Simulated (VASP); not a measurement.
# CsGe4 (P-43m) in VASP: relaxation of cell and atoms with PBE

Aim: the relaxation of cell and atoms of CsGe4 with PBE.

Program: VASP 6.6.1. These are calculated values, not measurements. Logs are shortened: lines on timing, memory, paths and dates and some standing lists are left out, and cuts for length are marked.

**1. The cell of the first run**

The structure is cubic, space group P-43m (No. 215). The conventional cell has a = 5.208 Å, b = 5.208 Å, c = 5.208 Å, α = 90.00°, β = 90.00°, γ = 90.00°. Within 3.0 Å of Cs (site symmetry -43m) lie 4 Ge at 2.26 Å. Within 3.0 Å of Ge (site symmetry 3m) lie 1 Cs at 2.26 Å.

The cell was built from a structure type or drawn by symmetry, and may not be a known phase.

**2. Relaxation of cell and atoms, PBE**

INCAR

```
SYSTEM = CsGe4
PREC = Accurate
ENCUT = 600
EDIFF = 1E-6
ISMEAR = 0
SIGMA = 0.1
LREAL = .False.
LASPH = .True.
NELM = 100
ALGO = Fast
ISIF = 3
LWAVE = .False.
LCHARG = .False.
GGA = PE
IBRION = 2
NSW = 90
EDIFFG = -0.04
```

KPOINTS

```
regular mesh
0
Gamma
  4 4 4
  0 0 0
```

POSCAR

```
CsGe4
1.0
    5.2079675700      0.0000000000      0.0000000000
    0.0000000000      5.2079675700      0.0000000000
    0.0000000000      0.0000000000      5.2079675700
Cs Ge
1 4
Direct
    0.0000000000      0.0000000000      0.0000000000
    0.2500000000      0.2500000000      0.2500000000
    0.7500000000      0.7500000000      0.2500000000
    0.2500000000      0.7500000000      0.7500000000
    0.7500000000      0.2500000000      0.7500000000
```

Potentials or basis: VASP PAW PBE potentials, release 64 (Cs_sv, Ge_d).

The run is started by

```console
> cat potpaw_PBE.64/Cs_sv/POTCAR potpaw_PBE.64/Ge_d/POTCAR > POTCAR
> mpirun -np 1 vasp_std > vasp.out
```

OUTCAR:

```text
SYSTEM = CsGe4
   PREC = Accurate
   ENCUT = 600
   EDIFF = 1E-6
   ISMEAR = 0
   LREAL = .False.
   LASPH = .True.
   NELM = 100
   ISIF = 3
   GGA = PE
   IBRION = 2
   NSW = 90
   EDIFFG = -0.04

 ion  position               nearest neighbor table
   1  0.000  0.000  0.000-   2 2.26   3 2.26   4 2.26   5 2.26
   2  0.250  0.250  0.250-   1 2.26
   3  0.750  0.750  0.250-   1 2.26
   4  0.250  0.750  0.750-   1 2.26
   5  0.750  0.250  0.750-   1 2.26

  LATTYP: Found a simple cubic cell.
 ALAT       =     5.2079675700

  Lattice vectors:

 A1 = (   5.2079675700,   0.0000000000,   0.0000000000)
 A2 = (   0.0000000000,   5.2079675700,   0.0000000000)
 A3 = (   0.0000000000,   0.0000000000,   5.2079675700)

Analysis of symmetry for initial positions (statically):
=====================================================================
 Subroutine PRICEL returns:
 Original cell was already a primitive cell.

 Routine SETGRP: Setting up the symmetry group for a
 simple cubic supercell.

 Subroutine GETGRP returns: Found 24 space group operations
 (whereof 24 operations were pure point group operations)
 out of a pool of 48 trial point group operations.

The static configuration has the point symmetry T_d .

Analysis of symmetry for dynamics (positions and initial velocities):
=====================================================================
 Subroutine PRICEL returns:
 Original cell was already a primitive cell.

 Routine SETGRP: Setting up the symmetry group for a
 simple cubic supercell.

 Subroutine GETGRP returns: Found 24 space group operations
 (whereof 24 operations were pure point group operations)
 out of a pool of 48 trial point group operations.

The dynamic configuration has the point symmetry T_d .

 Subroutine INISYM returns: Found 24 space group operations
 (whereof 24 operations are pure point group operations),
 and found     1 'primitive' translations

----------------------------------------------------------------------------------------

                                     Primitive cell

  volume of cell :     141.2553

  direct lattice vectors                    reciprocal lattice vectors
     5.207967570  0.000000000  0.000000000     0.192013484  0.000000000  0.000000000
     0.000000000  5.207967570  0.000000000     0.000000000  0.192013484  0.000000000
     0.000000000  0.000000000  5.207967570     0.000000000  0.000000000  0.192013484

  length of vectors
     5.207967570  5.207967570  5.207967570     0.192013484  0.192013484  0.192013484

  position of ions in fractional coordinates (direct lattice)
     0.000000000  0.000000000  0.000000000
[... 88 lines left out ...]
     AMIX     =   0.40;   BMIX     =  1.00
     AMIX_MAG =   1.60;   BMIX_MAG =  1.00
  volume/ion in A,a.u.               =      28.25       190.65
  Fermi-wavevector in a.u.,A,eV,Ry     =   1.263895  2.388415 21.734364  1.597431
  Thomas-Fermi vector in A             =   2.397228
   LORBIT       =      0    0 simple, 1 ext, 2 COOP (PROOUT), +10 PAW based schemes
   GGA     = PE    functional components
   LHFCALC =     F    Hartree Fock is set to
   AEXX    =    0.0000 exact exchange contribution
   IVDW    =     0    specifies the selected vdW correction
   LEPSILON=     F    determine dielectric tensor
   LRPA    =     F    only Hartree local field effects (RPA)
 conjugate gradient relaxation of ions
 non-spin polarized calculation
 RMM-DIIS sequential band-by-band and
 Gauss-broadening in eV      SIGMA  =   0.10
  energy-cutoff  :      600.00
  volume of cell :      141.26
 maximum number of plane-waves:      4737
 NGX is ok and might be reduce to    42
   NGX = 21   NGY = 21   NGZ = 21

--------------------------------------- Ionic step        1  -------------------------------------------

 number of electron      64.9999967 magnetization

 Free energy of the ion-electron system (eV)
  ---------------------------------------------------
  ext. energy  EPLUGINS =         0.00000000
  ---------------------------------------------------
  free energy    TOTEN  =        -2.75395653 eV

  energy without entropy =       -2.72869558  energy(sigma->0) =       -2.74132605

------------------------ aborting loop because EDIFF is reached ----------------------------------------

  FORCE on cell =-STRESS in cart. coord.  units (eV):
  Direction    XX          YY          ZZ          XY          YZ          ZX
  --------------------------------------------------------------------------------------
  -------------------------------------------------------------------------------------
  Total       18.9474590     18.9474590     18.9474590     -0.0000000     -0.0000000      0.0000000
  in kB      214.9100597    214.9100597    214.9100597     -0.0000000     -0.0000000      0.0000000
  external PRESSURE =     214.9100597 kB  Pullay stress =       0.0000000 kB
[... 98 lines left out ...]
  FREE ENERGIE OF THE ION-ELECTRON SYSTEM (eV)
  ---------------------------------------------------
  free  energy   TOTEN  =       -12.0268448954 eV

  energy  without entropy=      -12.0124951389  energy(sigma->0) =      -12.01967002

 E-fermi :   4.1467     XC(G=0):  -9.7327

 val. band max:        3.9566667485   @ k =   0.5000   0.5000   0.2500
 cond. band min:       4.2436069960   @ k =   0.5000   0.2500   0.2500
 fundamental gap:      0.2869402474
 Fermi energy:         4.1466655502

 k-point     1 :       0.0000    0.0000    0.0000
  band No.  band energies     occupation
      1     -26.0119      2.00000
      2     -25.6276      2.00000
      3     -25.6276      2.00000
      4     -25.6276      2.00000
      5     -25.5377      2.00000
      6     -25.5377      2.00000
[... 409 lines left out ...]
     38      66.2489      0.00000
     39      71.5320      0.00000

[... ionic steps 4 to 14 ...]

--------------------------------------- Ionic step       15  -------------------------------------------

 number of electron      64.9999934 magnetization

------------------------ aborting loop because EDIFF is reached ----------------------------------------
[... 73 lines left out ...]
--------------------------------------- Ionic step       17  -------------------------------------------

 number of electron      64.9999929 magnetization

 Free energy of the ion-electron system (eV)
  ---------------------------------------------------
  ext. energy  EPLUGINS =         0.00000000
  ---------------------------------------------------
  free energy    TOTEN  =       -16.47409484 eV

  energy without entropy =      -16.46081186  energy(sigma->0) =      -16.46745335

 E-fermi :   0.9821     XC(G=0):  -7.7666

 val. band max:        0.9584845555   @ k =   0.0000   0.0000   0.0000
 cond. band min:       1.0766612166   @ k =   0.2500   0.0000   0.0000
 fundamental gap:      0.1181766611
 Fermi energy:         0.9820705620

 k-point     1 :       0.0000    0.0000    0.0000
  band No.  band energies     occupation
      1     -22.9575      2.00000
      2     -22.9435      2.00000
      3     -22.9435      2.00000
      4     -22.9230      2.00000
      5     -22.9230      2.00000
      6     -22.9230      2.00000
[... 441 lines left out ...]
  FREE ENERGIE OF THE ION-ELECTRON SYSTEM (eV)
  ---------------------------------------------------
  free  energy   TOTEN  =       -16.4740948413 eV

  energy  without entropy=      -16.4608118560  energy(sigma->0) =      -16.46745335

 reached required accuracy - stopping structural energy minimisation
```

Wall time 27 min (1 thread of Intel Xeon Platinum 8488C (Sapphire Rapids), shared host); peak memory 0.3 GiB.

Results:

| Property | Result |
| --- | --- |
| Free energy | -16.4741 eV |
| Relaxed volume | 39.57 Å³/atom |
| Relaxed cell | a = 5.827 Å, b = 5.827 Å, c = 5.827 Å, α = 90.00°, β = 90.00°, γ = 90.00° |
| Space group after relaxing (to 0.1 Å) | P-43m (No. 215) |
| Pressure after relaxing | 0.0 GPa |
| Band gap on the k mesh | zero (an odd number of electrons rules out a gap without spin polarisation) |

Final structure:
```
Cs Ge
1.0
     5.82706    0.00000    0.00000
     0.00000    5.82706    0.00000
     0.00000    0.00000    5.82706
Cs Ge
1 4
Direct
  0.00000 0.00000 0.00000
  0.34067 0.34067 0.34067
  0.65933 0.65933 0.34067
  0.34067 0.65933 0.65933
  0.65933 0.34067 0.65933
```

Caveat: the volume moved by over 15 % at a fixed basis, so the end points are rough; spin-orbit coupling is left out, which moves the levels of the heavy elements.
